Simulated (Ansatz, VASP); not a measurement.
**PbS: VASP beside Ansatz**

```
CELL_PARAMETERS angstrom
2.99931 -2.95800 0.00000
2.99931 2.95800 0.00000
-1.10165 0.00000 11.70929
ATOMIC_POSITIONS crystal
Pb 0.77560 0.77560 0.63638
Pb 0.22440 0.22440 0.36362
S 0.26840 0.26840 0.59860
S 0.73160 0.73160 0.40140
```

Change from the starting cell: equal xx and yy strain of +2 %, crystal datasets.

Alike in both runs: task electric field gradients; functional PBE; k mesh 7 × 7 × 3; occupations fermi-dirac, width 0.01 eV; no spin polarisation.

```csv
,VASP,Ansatz
version,VASP 6.6.1,Ansatz 0.2.0
potentials or method,"VASP PAW PBE potentials, release 64 (Pb_d, S), cutoff 520 eV","all-electron PAW with datasets made for the crystal, scalar-relativistic"
```

VASP gave:

- gap on the k mesh at the Fermi level (eV): 1.45
- rms of the force components (eV/Å): 0.247
- size of Vzz on the site where it differs most (V/Å²): 190.5

Task: Estimate Ansatz's values.

Result: gap on the k mesh at the Fermi level (eV): 1.45; rms of the force components (eV/Å): 0.245; size of Vzz on the site where it differs most (V/Å²): 187.1.

Atom by atom the forces differ by 0.002 eV/Å (rms over components). Ansatz ran all-electron here, and VASP with PAW potentials.

Spin-orbit coupling is off throughout.
